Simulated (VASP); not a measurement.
Input of a VASP 6.6.1 run:

INCAR

```
PREC = Accurate ; ENCUT = 520
EDIFF = 1E-7 ; ISMEAR = -1
SIGMA = 0.05 ; LREAL = False
LASPH = True ; NELM = 60
ALGO = Normal ; ISIF = 2
LWAVE = False ; LCHARG = True
GGA = PS ; LELF = True
LVHAR = True ; NBANDS = 8
```

KPOINTS

```
regular mesh
0
Gamma
  18 18 18
```

POSCAR

```
Al
1.0
    0.0000000000      2.0077704260      2.0077704260
    2.0077704260      0.0000000000      2.0077704260
    2.0077704260      2.0077704260      0.0000000000
Al
1
Direct
    0.0000000000      0.0000000000      0.0000000000
```

Potentials or basis: VASP PAW PBE potentials, release 64 (Al).

Command:

```console
$ cat potpaw_PBE.64/Al/POTCAR > POTCAR
$ mpirun -np 1 vasp_std > vasp.out
```

Task: Estimate the band gap on the k mesh.

Result: Zero (an odd number of electrons rules out a gap without spin polarisation).

Task: Estimate the pressure.

Result: 0.0 GPa.

Caveat: the PAW data sets were made with another functional, which shifts forces and pressure a little.
